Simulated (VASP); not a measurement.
The system is SrO.

```
Sr O
1.0
     0.00000    2.56980    2.56980
     2.56980    0.00000    2.56980
     2.56980    2.56980    0.00000
Sr O
1 1
Cartesian
  0.0000 0.0000 0.0000
  2.5698 2.5698 2.5698
```

- Program: VASP 6.6.1
- Task: relaxation of cell and atoms
- Functional: LDA
- Potentials or basis: VASP PAW LDA potentials, release 64 (Sr_sv, O)
- Cutoff: 600 eV
- k mesh: 8 × 8 × 8
- Occupations: gaussian, width 0.02 eV
- Spin: no spin polarisation

At the start: pressure -3.6 GPa; volume 16.97 Å³/atom.

**Question.** Where does the relaxation end?

**Answer.** Over 3 steps the energy falls by 7.3 meV/atom and the volume is 16.34 Å³/atom (-3.7 %); space group Fm-3m (No. 225, to 0.05 Å).

The path:
```tsv
step	energy change (eV)	largest force (eV/Å)	pressure (GPa)	volume (Å³)
1	0.0000	0.0000	-3.58	33.94
2	-0.0111	0.0000	1.94	32.11
3	-0.0145	0.0000	0.02	32.69
```

Final structure:
```
CELL_PARAMETERS angstrom
0.00000 2.53776 2.53776
2.53776 0.00000 2.53776
2.53776 2.53776 0.00000
ATOMIC_POSITIONS crystal
Sr 0.00000 0.00000 0.00000
O 0.50000 0.50000 0.50000
```
